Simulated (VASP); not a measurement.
Write the native input for VASP 6.6.1 that does the following.

- Task: single point
- Functional: PBE
- Potentials or basis: VASP PAW PBE potentials, release 64 (P)
- Cutoff: 520 eV
- k mesh: 15 × 15 × 10
- Occupations: fermi-dirac, width 0.05 eV
- Spin: no spin polarisation
- Dipole correction: no
- Further INCAR settings: ALGO = Normal; EDIFF = 1e-07; NBANDS = 18

The structure of P lies in POSCAR:

```
P
1.0
    1.6477431241     -5.4650377251      0.0000000000
    1.6477431241      5.4650377251      0.0000000000
    0.0000000000      0.0000000000      4.5436355900
P
4
Direct
    0.9041431300      0.0958568700      0.5888151700
    0.0958568700      0.9041431300      0.4111848300
    0.5958568700      0.4041431300      0.0888151700
    0.4041431300      0.5958568700      0.9111848300
```

One way to write it, as run:

INCAR

```
ALGO = Normal
EDIFF = 1E-7
ENCUT = 520
GGA = PE
ISIF = 2
ISMEAR = -1
LASPH = True
LCHARG = False
LREAL = False
LWAVE = False
NBANDS = 18
NELM = 80
PREC = Accurate
SIGMA = 0.05
```

KPOINTS

```
k-points
0
Gamma
  15 15 10
```

Potentials or basis: VASP PAW PBE potentials, release 64 (P).

Run with:

```bash
$ cat potpaw_PBE.64/P/POTCAR > POTCAR
$ mpirun -np 1 vasp_std > vasp.out
```

It gave:

```yaml
Pressure: 1.7 GPa
Largest_force: 0.288 eV/Å
Band_gap_on_the_k_mesh: 0.15 eV
```

It took 15 min on 1 thread of Oxide Virtual Turin-like Processor (shared host), peak memory 0.48 GiB.
